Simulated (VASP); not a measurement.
Input of a VASP 6.6.1 run:

File INCAR:

```
PREC = Accurate
ENCUT = 500
EDIFF = 1E-6
ISMEAR = -1
SIGMA = 0.062
LREAL = F
LASPH = T
NELM = 200
ALGO = Normal
ISIF = 2
LWAVE = F
LCHARG = F
GGA = PE
NBANDS = 41
GGA_COMPAT = F
LMAXMIX = 6
```

Contents of KPOINTS:

```
Automatic mesh
0
Gamma
  3 6 4
```

Contents of POSCAR:

```
LaAl4S
1.0
    8.0644350000      0.0000000000      0.0000000000
    0.0000000000      4.2746430000      0.0000000000
    0.0000000000      0.0000000000      7.3544380000
La Al S
2 8 2
Direct
    0.2500000000      0.0000000000      0.3743131392
    0.7500000000      0.0000000000      0.6256868608
    0.0000000000      0.0000000000      0.0000000000
    0.5000000000      0.0000000000      0.0000000000
    0.2500000000      0.5000000000      0.0523052286
    0.7500000000      0.5000000000      0.9476947714
    0.0449065102      0.5000000000      0.7449402984
    0.4550934898      0.5000000000      0.7449402984
    0.5449065102      0.5000000000      0.2550597016
    0.9550934898      0.5000000000      0.2550597016
    0.2500000000      0.0000000000      0.7416784699
    0.7500000000      0.0000000000      0.2583215301
```

Potentials or basis: VASP PAW PBE potentials, release 64 (La, Al, S).

Run with:

```console
$ cat potpaw_PBE.64/La/POTCAR potpaw_PBE.64/Al/POTCAR potpaw_PBE.64/S/POTCAR > POTCAR
$ mpirun -np 1 vasp_std > vasp.out
```

Predict the band gap on the k mesh.

zero (bands 29 and 30 overlap by 0.65 eV).

Predict the pressure.

0.4 GPa.

Predict the largest force.

0.011 eV/Å.

Stress tensor (GPa, compression positive):
```
-2.82  0.00  0.00
 0.00  0.40  0.00
 0.00  0.00  3.73
```

Caveat: spin-orbit coupling is left out, which moves the levels of the heavy elements.
